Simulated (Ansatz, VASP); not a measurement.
# Two plane-wave programs on Si

```
Si
1.0
     0.00000    2.75170    2.75170
     2.75170    0.00000    2.75170
     2.75170    2.75170    0.00000
Si
2
Direct
  0.25000 0.25000 0.25000
  0.00000 0.00000 0.00000
```

Alike in both runs: functional RPBE; k mesh 6 × 6 × 6; no spin polarisation.

Ansatz relaxed the structure, and its values are those at the end. VASP's run is a single point on that final structure, the one shown.

|  | VASP | Ansatz |
| --- | --- | --- |
| version | VASP 6.6.1 | Ansatz 0.2.0 |
| potentials or method | VASP PAW PBE potentials, release 64 (Si), cutoff 500 eV | plane waves, PAW |
| occupations | gaussian, width 0.01 eV | fixed |
| valence electrons in the cell | 8 | 8 |

VASP gave:

- pressure (GPa): -0.2

Problem. Which values does Ansatz return?

Solution. Pressure (GPa): 0.0.

VASP's potentials were made for PBE, not for RPBE.
